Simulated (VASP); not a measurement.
Set up this calculation in VASP 6.6.1, as the native input.

```
Task                   : single point
Functional             : PBE
Potentials or basis    : VASP PAW PBE potentials, release 64 (Re)
Cutoff                 : 600 eV
k mesh                 : 18 × 18 × 6
Occupations            : gaussian, width 0.1 eV
Spin                   : no spin polarisation
Dipole correction      : no
Further INCAR settings : ALGO = Normal; EDIFF = 1e-06; NBANDS = 22
```

The structure of Re lies in POSCAR:

```
Re
1.0
    2.7527991053      0.0000000000      0.0000000000
   -1.3763995526      2.3839939567      0.0000000000
    0.0000000000      0.0000000000      8.8743854356
Re
4
Direct
    0.0000000000      0.0000000000      0.0000000000
    0.3333333333      0.6666666667      0.2500000000
    0.0000000000      0.0000000000      0.5000000000
    0.6666666667      0.3333333333      0.7500000000
```

The input as run:

INCAR

```
SYSTEM = Re
  PREC = Accurate
  ENCUT = 600
  EDIFF = 1E-6
  ISMEAR = 0
  SIGMA = 0.1
  LREAL = .False.
  LASPH = .True.
  NELM = 120
  ALGO = Normal
  ISIF = 2
  LWAVE = .False.
  LCHARG = .False.
  GGA = PE
  NBANDS = 22
  GGA_COMPAT = .False.
```

KPOINTS

```
regular mesh
0
Gamma
  18 18 6
  0 0 0
```

Potentials or basis: VASP PAW PBE potentials, release 64 (Re).

The run is started by

```bash
$ cat potpaw_PBE.64/Re/POTCAR > POTCAR
$ mpirun -np 1 vasp_std > vasp.out
```

Results of the run:

| Quantity | Value |
| --- | --- |
| Pressure | 9.8 GPa |
| Band gap on the k mesh | zero (bands 14 and 15 overlap by 2.59 eV) |

Caveat: the cell stands under pressure; spin-orbit coupling is left out, which moves the levels of the heavy elements.

Run time: 110 s on 1 thread of Intel(R) Xeon(R) 6975P-C (Granite Rapids), with other jobs on the host, peak memory 0.32 GiB.
